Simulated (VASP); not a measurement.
Runs of VASP 6.6.1 on Bi. The structure is that of space group P6_3/mmc (No. 194), or close to it. The cells are those of the table. This isn't the form of Bi at room conditions, which is rhombohedral.

```csv
task,cell,k mesh,cutoff (eV),gap on the mesh (eV),pressure (GPa)
single point,"a = 3.340, b = 3.340, c = 5.477 Å, angles 90.0, 90.0, 120.0°, 2 atoms",12 × 12 × 6,520,none,10.1
relaxation of cell and atoms,"relaxed from a = 3.558, b = 3.558, c = 5.810 Å, angles 90.0, 90.0, 120.0°, 2 atoms",10 × 10 × 6,600,none,0.0
single point,"a = 3.390, b = 3.390, c = 5.559 Å, angles 90.0, 90.0, 120.0°, 2 atoms",12 × 12 × 6,520,none,5.9
single point,"a = 3.485, b = 3.485, c = 5.715 Å, angles 90.0, 90.0, 120.0°, 2 atoms",10 × 10 × 6,520,none,(a)
single point,"a = 3.620, b = 3.620, c = 5.935 Å, angles 90.0, 90.0, 120.0°, 2 atoms",12 × 12 × 6,520,none,-5.4
```

Alike in all rows: level PBEsol; potentials or basis VASP PAW PBE potentials, release 64 (Bi_d); no spin polarisation; smearing fermi-dirac 0.1 eV.

Task: Estimate the missing entries.

Result: (a) -0.1.

Caveats: the PAW data sets were made with another functional, which shifts forces and pressure a little; spin-orbit coupling is left out, which moves the levels of the heavy elements; the cell stands under pressure (at least some runs); the cell stands under tension (at least some runs).

A k mesh can miss the band edges, and the runs leave out spin-orbit coupling on Bi.

A gap of «none» marks levels without a gap at the run's occupations.
